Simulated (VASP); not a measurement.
## WS: single point with PBE+U

Crystal: WS.

```
CELL_PARAMETERS angstrom
0.00000 2.66696 2.66696
2.66696 0.00000 2.66696
2.66696 2.66696 0.00000
ATOMIC_POSITIONS crystal
W 0.00000 0.00000 0.00000
S 0.25000 0.25000 0.25000
```

```yaml
Program: VASP 6.6.1
Task: single point
Functional: PBE
Potentials_or_basis: VASP PAW PBE potentials, release 64 (W_sv, S)
Cutoff: 520 eV
k_mesh: 14 × 14 × 14
Occupations: gaussian, width 0.05 eV
Spin: collinear spin
Starting_moments: "[2.5, 0.0] μB"
Hubbard_terms: W d U = 4.0 eV
Dipole_correction: no
Further_INCAR_settings: ALGO = Normal; EDIFF = 1e-06; NBANDS = 21
```

```
Pressure                                              : 9.6 GPa
Net moment                                            : 1.47 μB per cell
Site moments                                          : W +1.26; S -0.04 μB
Valence electrons inside the program's atomic spheres : W 12.05; S 3.77
```

Levels at points of the mesh, in eV from the Fermi level:
Spin up:
```csv
k point,band 7,band 8,band 9,band 10,band 11,band 12,band 13,band 14,band 15,band 16
"(0.00, 0.00, 0.00)",-6.45,-6.45,-2.34,-2.34,0.15,4.42,4.42,4.42,7.37,7.37
"(0.50, 0.00, 0.00)",-6.13,-6.13,-1.60,-1.60,-0.65,2.01,2.01,2.91,8.21,9.12
"(0.50, 0.50, 0.00)",-5.14,-5.14,-2.58,-1.80,-1.11,0.65,0.65,7.37,7.37,9.38
```
Spin down:
| k point | band 7 | band 8 | band 9 | band 10 | band 11 | band 12 |
| --- | --- | --- | --- | --- | --- | --- |
| (0.00, 0.00, 0.00) | -6.12 | -6.12 | 0.41 | 0.41 | 0.41 | 4.81 |
| (0.50, 0.00, 0.00) | -5.64 | -5.64 | 0.02 | 0.88 | 0.88 | 2.50 |
| (0.50, 0.50, 0.00) | -4.95 | -4.95 | -2.15 | 0.10 | 1.36 | 1.36 |

Eigenvalues of the final occupation matrices:
| site | spin | trace | eigenvalues |
| --- | --- | --- | --- |
| site 1 d | 1 | 2.38 | 0.34 0.34 0.34 0.67 0.67 |
| site 1 d | 2 | 1.16 | 0.15 0.15 0.28 0.28 0.28 |

Run time: 4.3 min on 1 thread of Intel Xeon 8259CL, with other jobs on the host, peak memory 0.26 GiB.

Caveat: the cell stands under pressure; spin-orbit coupling is left out, which moves the levels of the heavy elements.
